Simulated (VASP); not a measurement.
HfB2, 3 atoms in the cell. Symmetry: P6/mmm, No. 191, hexagonal system. Conventional cell: a = 3.136 Å, b = 3.136 Å, c = 3.482 Å, α = 90.00°, β = 90.00°, γ = 120.00°. Hf (site symmetry 6/mmm) has 12 B at 2.51 Å and 6 Hf at 3.14 Å within 3.3 Å. Within 2.4 Å of B (site symmetry -6m2) lie 3 B at 1.81 Å. 

- Program: VASP 6.6.1
- Task: single point
- Functional: r2SCAN
- Potentials or basis: VASP PAW PBE potentials, release 64 (Hf_pv, B)
- Cutoff: 520 eV
- k mesh: 12 × 12 × 9
- Occupations: fermi-dirac, width 0.1 eV
- Spin: no spin polarisation
- Dipole correction: no
- Further INCAR settings: ALGO = Normal; EDIFF = 1e-07; NBANDS = 15

Potentials or basis: VASP PAW PBE potentials, release 64 (Hf_pv, B).

The run is started by

```bash
$ cat potpaw_PBE.64/Hf_pv/POTCAR potpaw_PBE.64/B/POTCAR > POTCAR
$ cp INCAR.step1 INCAR
$ mpirun -np 1 vasp_std > vasp.out
$ cp INCAR.step2 INCAR
$ mpirun -np 1 vasp_std > vasp.out
```

Hardware: 1 thread of Intel Xeon 6975P-C, on a shared host.

Problem. Estimate the wall time of this run.

Solution. Wall time 110 s on 1 thread of Intel Xeon 6975P-C, on a shared host, peak memory 0.18 GiB. Counts: k points 95.
